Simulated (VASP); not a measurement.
W:

```
W
1.0
    -1.59238    1.59238    1.59238
     1.59238   -1.59238    1.59238
     1.59238    1.59238   -1.59238
W
1
Cartesian
  0.0000 0.0000 0.0000
```

Base run:

```yaml
Program: VASP 6.6.1
Functional: r2SCAN
Potentials_or_basis: VASP PAW PBE potentials, release 64 (W_sv)
Cutoff: 520 eV
k_mesh: 18 × 18 × 18
Occupations: gaussian, width 0.05 eV
Spin: no spin polarisation
```

Its results: band gap on the k mesh zero (band 7 reaches 16.23 eV, above the bottom of band 8 at 9.77 eV); pressure -3.6 GPa.

Q: The run is repeated on the same cell with these changes: functional from r2SCAN to PBE; k mesh from 18 × 18 × 18 to 8 × 8 × 8. What comes out?

A: Band gap on the k mesh zero (band 7 reaches 16.21 eV, above the bottom of band 8 at 9.98 eV); pressure 0.5 GPa.

Several settings changed at once, so the effect can't be laid on one alone.

Caveats: spin-orbit coupling is left out, which moves the levels of the heavy elements; the PAW data sets were made with another functional, which shifts forces and pressure a little (some runs).
